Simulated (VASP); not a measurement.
A run of VASP 6.6.1:

The input INCAR:

```
PREC = Accurate
ENCUT = 500
EDIFF = 1E-6
ISMEAR = 0
SIGMA = 0.1
LREAL = False
LASPH = True
NELM = 120
ALGO = Normal
ISIF = 2
LWAVE = False
LCHARG = False
GGA = PE
ISYM = 0
NBANDS = 17
GGA_COMPAT = False
```

Contents of KPOINTS:

```
regular mesh
0
Gamma
  12 12 7
```

POSCAR

```
Hf
1.0
    3.2046131816      0.0000000000      0.0000000000
   -1.6023065908      2.7752764246      0.0000000000
    0.0000000000      0.0000000000      5.0684728985
Hf
2
Direct
    0.3333333333      0.6666666667      0.2500000000
    0.6666666667      0.3333333333      0.7500000000
```

Potentials or basis: VASP PAW PBE potentials, release 64 (Hf_pv).

Command:

```bash
$ cat potpaw_PBE.64/Hf_pv/POTCAR > POTCAR
$ mpirun -np 1 vasp_std > vasp.out
```

Hardware: 1 thread of Intel Xeon 8259CL (shared host).

Q: Estimate the wall time of this run.

A: Wall time 4.7 min on 1 thread of Intel Xeon 8259CL, with other jobs on the host, peak memory 0.41 GiB. Counts: scf iterations 12, k points 506.
